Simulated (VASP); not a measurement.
# TlBr (Pm-3m) in VASP: further runs

The runs below take TlBr through electric field gradients, with PBE.

All numbers are computed with VASP 6.6.1; they aren't measurements. Logs are shortened: lines on timing, memory, paths and dates and some standing lists are left out, and cuts for length are marked.

**1. The cell of the first run**

It takes space group Pm-3m (No. 221, cubic). Conventional cell: a = 3.890 Å, b = 3.890 Å, c = 3.890 Å, α = 90.00°, β = 90.00°, γ = 90.00°. Within 4.4 Å of Tl (site symmetry m-3m) lie 8 Br at 3.37 Å and 6 Tl at 3.89 Å. Within 4.4 Å of Br (site symmetry m-3m) lie 8 Tl at 3.37 Å and 6 Br at 3.89 Å.

**2. Electric field gradients, PBE (29.42 Å³/atom)**

INCAR reads:

```
SYSTEM = TlBr
ALGO = Normal ; EDIFF = 1E-8
ENCUT = 400 ; GGA = PE
GGA_COMPAT = .FALSE. ; ISIF = 2
ISMEAR = -1 ; LASPH = .TRUE.
LCHARG = .FALSE. ; LEFG = .TRUE.
LREAL = .FALSE. ; LWAVE = .FALSE.
NBANDS = 17 ; NELM = 120
PREC = Accurate ; SIGMA = 0.03
```

KPOINTS reads:

```
k-points
0
G
  8 8 8
  0 0 0
```

POSCAR reads:

```
TlBr
1.0
    3.8896462607      0.0000000000      0.0000000000
    0.0000000000      3.8896462607      0.0000000000
    0.0000000000      0.0000000000      3.8896462607
Tl Br
1 1
Direct
    0.0000000000      0.0000000000      0.0000000000
    0.5000000000      0.5000000000      0.5000000000
```

Potentials or basis: VASP PAW PBE potentials, release 64 (Tl_d, Br).

Launch:

```sh
$ cat potpaw_PBE.64/Tl_d/POTCAR potpaw_PBE.64/Br/POTCAR > POTCAR
$ mpirun -np 1 vasp_std > vasp.out
```

OUTCAR:

```text
SYSTEM = TlBr
   EDIFF = 1E-8
   ENCUT = 400
   GGA = PE
   ISIF = 2
   ISMEAR = -1
   LASPH = .TRUE.
   LREAL = .FALSE.
   NELM = 120
   PREC = Accurate

 ion  position               nearest neighbor table
   1  0.000  0.000  0.000-   2 3.37   2 3.37   2 3.37   2 3.37   2 3.37   2 3.37   2 3.37   2 3.37

   2  0.500  0.500  0.500-   1 3.37   1 3.37   1 3.37   1 3.37   1 3.37   1 3.37   1 3.37   1 3.37

  LATTYP: Found a simple cubic cell.
 ALAT       =     3.8896462607

  Lattice vectors:

 A1 = (   3.8896462607,   0.0000000000,   0.0000000000)
 A2 = (   0.0000000000,   3.8896462607,   0.0000000000)
 A3 = (   0.0000000000,   0.0000000000,   3.8896462607)

Analysis of symmetry for initial positions (statically):
=====================================================================
 Subroutine PRICEL returns:
 Original cell was already a primitive cell.

 Routine SETGRP: Setting up the symmetry group for a
 simple cubic supercell.

 Subroutine GETGRP returns: Found 48 space group operations
 (whereof 48 operations were pure point group operations)
 out of a pool of 48 trial point group operations.

The static configuration has the point symmetry O_h .

Analysis of symmetry for dynamics (positions and initial velocities):
=====================================================================
 Subroutine PRICEL returns:
 Original cell was already a primitive cell.

 Routine SETGRP: Setting up the symmetry group for a
 simple cubic supercell.

 Subroutine GETGRP returns: Found 48 space group operations
 (whereof 48 operations were pure point group operations)
 out of a pool of 48 trial point group operations.

The dynamic configuration has the point symmetry O_h .

 Subroutine INISYM returns: Found 48 space group operations
 (whereof 48 operations are pure point group operations),
 and found     1 'primitive' translations

----------------------------------------------------------------------------------------

                                     Primitive cell

  volume of cell :      58.8478

  direct lattice vectors                    reciprocal lattice vectors
     3.889646261  0.000000000  0.000000000     0.257092788  0.000000000  0.000000000
     0.000000000  3.889646261  0.000000000     0.000000000  0.257092788  0.000000000
     0.000000000  0.000000000  3.889646261     0.000000000  0.000000000  0.257092788

  length of vectors
     3.889646261  3.889646261  3.889646261     0.257092788  0.257092788  0.257092788

  position of ions in fractional coordinates (direct lattice)
     0.000000000  0.000000000  0.000000000
     0.500000000  0.500000000  0.500000000

  ion indices of the primitive-cell ions
   primitive index   ion index
                 1           1
                 2           2

----------------------------------------------------------------------------------------

 KPOINTS: k-points

Automatic generation of k-mesh.
 Grid dimensions read from file:
 generate k-points for:    8    8    8

 Generating k-lattice:

  Cartesian coordinates                     Fractional coordinates (reciprocal lattice)
     0.032136598  0.000000000  0.000000000     0.125000000  0.000000000  0.000000000
     0.000000000  0.032136598  0.000000000     0.000000000  0.125000000  0.000000000
     0.000000000  0.000000000  0.032136598     0.000000000  0.000000000  0.125000000

  Length of vectors
     0.032136598  0.032136598  0.032136598

  Shift w.r.t. Gamma in fractional coordinates (k-lattice)
     0.000000000  0.000000000  0.000000000

 Subroutine IBZKPT returns following result:
 ===========================================

 Found     35 irreducible k-points:

 Following reciprocal coordinates:
            Coordinates               Weight
  0.000000  0.000000  0.000000      1.000000
  0.125000  0.000000  0.000000      6.000000
  0.250000  0.000000  0.000000      6.000000
  0.375000  0.000000  0.000000      6.000000
  0.500000  0.000000  0.000000      3.000000
  0.125000  0.125000  0.000000     12.000000
[... 16 lines left out ...]
  0.375000  0.375000  0.125000     24.000000
  0.500000  0.375000  0.125000     24.000000
 [... further k-points ...]
   k-points           NKPTS =     35   k-points in BZ     NKDIM =     35   number of bands    NBANDS=     17
   number of dos      NEDOS =    301   number of ions     NIONS =      2
   total plane-waves  NPLWV =  21952
   dimension x,y,z NGX =    28 NGY =   28 NGZ =   28
   dimension x,y,z NGXF=    56 NGYF=   56 NGZF=   56
   ions per type =               1   1
   NGX,Y,Z   is equivalent  to a cutoff of  11.97, 11.97, 11.97 a.u.
   NGXF,Y,Z  is equivalent  to a cutoff of  23.93, 23.93, 23.93 a.u.
 SYSTEM =  TlBr
   PREC   = accura    normal or accurate (medium, high low for compatibility)
   ISTART =      0    job   : 0-new  1-cont  2-samecut
   ICHARG =      2    charge: 1-file 2-atom 10-const
   ISPIN  =      1    spin polarized calculation?
   LNONCOLLINEAR =      F non collinear calculations
   LSORBIT =      F    spin-orbit coupling
   LASPH  =      T    aspherical Exc in radial PAW
   ENCUT  =  400.0 eV  29.40 Ry    5.42 a.u.   6.34  6.34  6.34*2*pi/ulx,y,z
   NELM   =    120;   NELMIN=  2; NELMDL= -5     # of ELM steps
   EDIFF  = 0.1E-07   stopping-criterion for ELM
   LREAL  =      F    real-space projection
   EDIFFG = 0.1E-06   stopping-criterion for IOM
   NSW    =      0    number of steps for IOM
   IBRION =     -1    ionic relax: 0-MD 1-quasi-New 2-CG
   NFREE  =      0    steps in history (QN), initial steepest desc. (CG)
   ISIF   =      2    stress and relaxation
   ISYM   =      2    0-nonsym 1-usesym 2-fastsym
   POTIM  = 0.5000    time-step for ionic-motion
   TEBEG  =    0.0;   TEEND  =   0.0 temperature during run
   PSTRESS=    0.0 pullay stress
   NELECT =      20.0000    total number of electrons
   NUPDOWN=      -1.0000    fix difference up-down
   EMIN   =  10.00;   EMAX   =-10.00  energy-range for DOS
   EFERMI =   0.00;   METHOD = LEGACY
   ISMEAR =    -1;   SIGMA  =   0.03  broadening in eV -4-tet -1-fermi 0-gaus
   EFERMI_NEDOS =   21; number of points for ismear=-14 and -15
   IALGO  =     38    algorithm
   IMIX   =      4    mixing-type and parameters
     AMIX     =   0.40;   BMIX     =  1.00
     AMIX_MAG =   1.60;   BMIX_MAG =  1.00
  volume/ion in A,a.u.               =      29.42       198.56
  Fermi-wavevector in a.u.,A,eV,Ry     =   1.142461  2.158938 17.758558  1.305217
  Thomas-Fermi vector in A             =   2.279159
   LORBIT       =      0    0 simple, 1 ext, 2 COOP (PROOUT), +10 PAW based schemes
   GGA     = PE    functional components
   LHFCALC =     F    Hartree Fock is set to
   AEXX    =    0.0000 exact exchange contribution
   IVDW    =     0    specifies the selected vdW correction
   LEPSILON=     F    determine dielectric tensor
   LRPA    =     F    only Hartree local field effects (RPA)
 non-spin polarized calculation
  energy-cutoff  :      400.00
  volume of cell :       58.85
 maximum number of plane-waves:      1081
 NGX is ok and might be reduce to    28
   NGX = 13   NGY = 13   NGZ = 13

 number of electron      20.0000005 magnetization

 Free energy of the ion-electron system (eV)
  ---------------------------------------------------
  ext. energy  EPLUGINS =         0.00000000
  ---------------------------------------------------
  free energy    TOTEN  =        -5.47444253 eV

  energy without entropy =       -5.47444253  energy(sigma->0) =       -5.47444253

 E-fermi :   3.8083     XC(G=0):  -9.3007

 val. band max:        3.1690337465   @ k =   0.5000   0.0000   0.0000
 cond. band min:       4.8335677673   @ k =   0.5000   0.0000   0.0000
 fundamental gap:      1.6645340208
 Fermi energy:         3.8083432164

 k-point     1 :       0.0000    0.0000    0.0000
  band No.  band energies     occupation
      1     -11.0135      2.00000
      2      -7.1075      2.00000
      3      -7.1075      2.00000
      4      -6.8916      2.00000
      5      -6.8916      2.00000
      6      -6.8916      2.00000
[... 9 lines left out ...]
     16      14.9726      0.00000
     17      16.6899      0.00000

 k-point     2 :       0.1250    0.0000    0.0000
  band No.  band energies     occupation
      1     -10.9729      2.00000
      2      -7.1055      2.00000
      3      -7.0842      2.00000
      4      -6.9033      2.00000
      5      -6.9033      2.00000
      6      -6.8906      2.00000
[... 9 lines left out ...]
     16      15.8663      0.00000
     17      16.4319      0.00000

 k-point     3 :       0.2500    0.0000    0.0000
  band No.  band energies     occupation
      1     -10.8710      2.00000
      2      -7.1007      2.00000
      3      -7.0293      2.00000
      4      -6.9312      2.00000
      5      -6.9312      2.00000
      6      -6.8882      2.00000
[... 9 lines left out ...]
     16      15.2890      0.00000
     17      16.5327      0.00000

 k-point     4 :       0.3750    0.0000    0.0000
  band No.  band energies     occupation
      1     -10.7631      2.00000
      2      -7.0957      2.00000
      3      -6.9775      2.00000
      4      -6.9587      2.00000
      5      -6.9587      2.00000
      6      -6.8857      2.00000
[... 9 lines left out ...]
     16      14.8791      0.00000
     17      16.6932      0.00000
[... 343 lines left out ...]
      1     -10.6238      2.00000
      2      -7.0195      2.00000
      3      -6.9882      2.00000
      4      -6.9312      2.00000
      5      -6.9168      2.00000
      6      -6.8951      2.00000
[... 9 lines left out ...]
     16      14.1298      0.00000
     17      16.4580      0.00000

 k-point    23 :       0.3750    0.3750    0.1250
  band No.  band energies     occupation
      1     -10.5963      2.00000
      2      -7.0032      2.00000
      3      -6.9718      2.00000
      4      -6.9564      2.00000
      5      -6.9086      2.00000
      6      -6.8694      2.00000
[... 9 lines left out ...]
     16      14.1337      0.00000
     17      15.7687      0.00000

 k-point    24 :       0.5000    0.3750    0.1250
  band No.  band energies     occupation
      1     -10.5709      2.00000
      2      -6.9968      2.00000
      3      -6.9760      2.00000
      4      -6.9550      2.00000
      5      -6.9102      2.00000
      6      -6.8466      2.00000
[... 9 lines left out ...]
     16      14.1258      0.00000
     17      16.1579      0.00000

 [... further k-points ...]

------------------------ aborting loop because EDIFF is reached ----------------------------------------

  FORCE on cell =-STRESS in cart. coord.  units (eV):
  Direction    XX          YY          ZZ          XY          YZ          ZX
  --------------------------------------------------------------------------------------
  -------------------------------------------------------------------------------------
  Total        1.1930560      1.1930560      1.1930560      0.0000000      0.0000000      0.0000000
  in kB       32.4818755     32.4818755     32.4818755      0.0000000      0.0000000      0.0000000
  external PRESSURE =      32.4818755 kB  Pullay stress =       0.0000000 kB

 VOLUME and BASIS-vectors are now :
 -----------------------------------------------------------------------------
  energy-cutoff  :      400.00
  volume of cell :       58.85
      direct lattice vectors                 reciprocal lattice vectors
     3.889646261  0.000000000  0.000000000     0.257092788  0.000000000  0.000000000
     0.000000000  3.889646261  0.000000000     0.000000000  0.257092788  0.000000000
     0.000000000  0.000000000  3.889646261     0.000000000  0.000000000  0.257092788

 POSITION                                       TOTAL-FORCE (eV/Angst)
 -----------------------------------------------------------------------------------
      0.00000      0.00000      0.00000         0.000000      0.000000      0.000000
      1.94482      1.94482      1.94482         0.000000      0.000000      0.000000
 -----------------------------------------------------------------------------------
    total drift:                               -0.000000      0.000000      0.000000

  FREE ENERGIE OF THE ION-ELECTRON SYSTEM (eV)
  ---------------------------------------------------
  free  energy   TOTEN  =        -5.4744425272 eV

  energy  without entropy=       -5.4744425272  energy(sigma->0) =       -5.47444253

 Electric field gradients (V/A^2)
---------------------------------------------------------------------
 ion       V_xx      V_yy      V_zz      V_xy      V_xz      V_yz
---------------------------------------------------------------------
   1      -0.000     0.000    -0.000    -0.000    -0.000    -0.000
   2       0.000     0.000     0.000     0.000     0.000     0.000
---------------------------------------------------------------------

 Electric field gradients after diagonalization (V/A^2)
 (convention: |V_zz| > |V_xx| > |V_yy|)
----------------------------------------------------------------------
 ion       V_xx      V_yy      V_zz     asymmetry (V_yy - V_xx)/ V_zz
----------------------------------------------------------------------
   1      -0.000     0.000    -0.000      -0.394
   2       0.000     0.000     0.000      -0.097
----------------------------------------------------------------------

           NMR quadrupolar parameters

 Cq : quadrupolar parameter    Cq=e*Q*V_zz/h
 eta: asymmetry parameters     (V_yy - V_xx)/ V_zz
 Q  : nuclear electric quadrupole moment in mb (millibarn)
----------------------------------------------------------------------
 ion       Cq(MHz)       eta       Q (mb)
----------------------------------------------------------------------
   1      -0.000      -0.394       1.000
   2       0.000      -0.097       1.000
----------------------------------------------------------------------
```

Wall time 47 s (1 thread of AMD EPYC 7R13, shared host); peak memory 0.14 GiB.

What came out:

```yaml
Free_energy: -5.4744 eV
Pressure: 3.2 GPa
Band_gap_on_the_k_mesh: 1.66 eV
Largest_electric_field_gradient_by_atom: zero within the noise of the run
```

Caveat: the cell stands under pressure; spin-orbit coupling is left out, which moves the levels of the heavy elements.

**3. Electric field gradients, PBE (30.35 Å³/atom)**

This run uses another cell than the first one, of 30.35 Å³/atom.

INCAR reads:

```
SYSTEM = TlBr
PREC     = Accurate       ! precision mode
ENCUT    = 400            ! plane-wave cutoff, eV
EDIFF    = 1E-8           ! SCF threshold, eV
ISMEAR   = -1             ! smearing method
SIGMA    = 0.03           ! smearing width, eV
LREAL    = .FALSE.        ! projectors in reciprocal space
LASPH    = .TRUE.         ! aspherical terms in the spheres
NELM     = 120            ! most SCF steps
ALGO     = Normal         ! electronic algorithm
ISIF     = 2              ! what is computed and relaxed
LWAVE    = .FALSE.        ! write WAVECAR
LCHARG   = .FALSE.        ! write CHGCAR
GGA      = PE             ! functional
LEFG     = .TRUE.       
NBANDS   = 17             ! bands
GGA_COMPAT= .FALSE.
```

KPOINTS reads:

```
regular mesh
0
G
  8 8 8
  0 0 0
```

POSCAR reads:

```
TlBr
1.0
    3.9298962480      0.0000000000      0.0000000000
    0.0000000000      3.9298962480      0.0000000000
    0.0000000000      0.0000000000      3.9298962480
Tl Br
1 1
Direct
    0.0000000000      0.0000000000      0.0000000000
    0.5000000000      0.5000000000      0.5000000000
```

Potentials or basis: VASP PAW PBE potentials, release 64 (Tl_d, Br).

Launch:

```sh
$ cat potpaw_PBE.64/Tl_d/POTCAR potpaw_PBE.64/Br/POTCAR > POTCAR
$ mpirun -np 1 vasp_std > vasp.out
```

OUTCAR:

```text
SYSTEM = TlBr
   PREC = Accurate
   ENCUT = 400
   EDIFF = 1E-8
   ISMEAR = -1
   LREAL = .FALSE.
   LASPH = .TRUE.
   NELM = 120
   ISIF = 2
   GGA = PE

 ion  position               nearest neighbor table
   1  0.000  0.000  0.000-   2 3.40   2 3.40   2 3.40   2 3.40   2 3.40   2 3.40   2 3.40   2 3.40

   2  0.500  0.500  0.500-   1 3.40   1 3.40   1 3.40   1 3.40   1 3.40   1 3.40   1 3.40   1 3.40

  LATTYP: Found a simple cubic cell.
 ALAT       =     3.9298962480

  Lattice vectors:

 A1 = (   3.9298962480,   0.0000000000,   0.0000000000)
 A2 = (   0.0000000000,   3.9298962480,   0.0000000000)
 A3 = (   0.0000000000,   0.0000000000,   3.9298962480)

Analysis of symmetry for initial positions (statically):
=====================================================================
 Subroutine PRICEL returns:
 Original cell was already a primitive cell.

 Routine SETGRP: Setting up the symmetry group for a
 simple cubic supercell.

 Subroutine GETGRP returns: Found 48 space group operations
[... 669 lines left out ...]
     3.929896248  0.000000000  0.000000000     0.254459644  0.000000000  0.000000000
     0.000000000  3.929896248  0.000000000     0.000000000  0.254459644  0.000000000
     0.000000000  0.000000000  3.929896248     0.000000000  0.000000000  0.254459644

 POSITION                                       TOTAL-FORCE (eV/Angst)
 -----------------------------------------------------------------------------------
      0.00000      0.00000      0.00000         0.000000      0.000000      0.000000
      1.96495      1.96495      1.96495         0.000000      0.000000      0.000000
 -----------------------------------------------------------------------------------
    total drift:                                0.000000      0.000000      0.000000

  FREE ENERGIE OF THE ION-ELECTRON SYSTEM (eV)
  ---------------------------------------------------
  free  energy   TOTEN  =        -5.5068176502 eV

  energy  without entropy=       -5.5068176502  energy(sigma->0) =       -5.50681765

 Electric field gradients (V/A^2)
---------------------------------------------------------------------
 ion       V_xx      V_yy      V_zz      V_xy      V_xz      V_yz
---------------------------------------------------------------------
   1       0.000     0.000     0.000     0.000    -0.000     0.000
   2      -0.000    -0.000    -0.000    -0.000     0.000     0.000
---------------------------------------------------------------------

 Electric field gradients after diagonalization (V/A^2)
 (convention: |V_zz| > |V_xx| > |V_yy|)
----------------------------------------------------------------------
 ion       V_xx      V_yy      V_zz     asymmetry (V_yy - V_xx)/ V_zz
----------------------------------------------------------------------
   1       0.000     0.000     0.000      -0.521
   2      -0.000    -0.000    -0.000      -0.450
----------------------------------------------------------------------

           NMR quadrupolar parameters

 Cq : quadrupolar parameter    Cq=e*Q*V_zz/h
 eta: asymmetry parameters     (V_yy - V_xx)/ V_zz
 Q  : nuclear electric quadrupole moment in mb (millibarn)
----------------------------------------------------------------------
 ion       Cq(MHz)       eta       Q (mb)
----------------------------------------------------------------------
   1       0.000      -0.521       1.000
   2      -0.000      -0.450       1.000
----------------------------------------------------------------------
```

stdout:

```text
POSCAR found type information on POSCAR TlBr
 POSCAR found :  2 types and       2 ions
 scaLAPACK will be used
 LDA part: xc-table for (Slater+PW92), standard interpolation
 POSCAR, INCAR and KPOINTS ok, starting setup
 FFT: planning ... GRIDC
 FFT: planning ... GRID_SOFT
 FFT: planning ... GRID
 WAVECAR not read
 entering main loop
ion   1

ion   2
```

It took 49 s on 1 thread of AMD EPYC 7R13, shared host; peak memory 0.14 GiB.

What came out:

* Free energy: -5.5068 eV
* Pressure: 2.2 GPa
* Band gap on the k mesh: 1.76 eV
* Largest electric field gradient by atom: zero within the noise of the run

Caveat: spin-orbit coupling is left out, which moves the levels of the heavy elements. A k mesh can miss the band edges.

(Continued in part 2 of 2.)
